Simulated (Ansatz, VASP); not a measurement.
# One calculation of Ru, two programs

```
Ru
1.0
     2.70389    0.00000    0.00000
    -1.35194    2.34164    0.00000
     0.00000    0.00000    4.28168
Ru
2
Cartesian
  0.0000 1.5611 1.0704
  1.3519 0.7805 3.2113
```

Alike in both runs: task relaxation of cell and atoms; functional r2SCAN; k mesh 21 × 21 × 12; occupations fermi-dirac, width 0.05 eV; no spin polarisation.

```csv
,VASP,Ansatz
version,VASP 6.6.1,Ansatz 0.2.0
potentials or method,"VASP PAW PBE potentials, release 64 (Ru_pv)","PAW with Ansatz's default frozen-core files, scalar-relativistic"
plane-wave cutoff (eV),600,500
valence electrons in the cell,28,32
```

```tsv
	VASP	Ansatz	Ansatz less VASP
relaxed volume (Å³/atom)	13.55	13.49	-0.060
relaxed cell length with the largest relative difference (Å)	4.269	4.262	-0.0067
```

VASP's potentials were made for PBE, not for r2SCAN. VASP's potentials hold 28 valence electrons a cell and Ansatz's 32, so a difference there can come from the potentials and not from the codes.
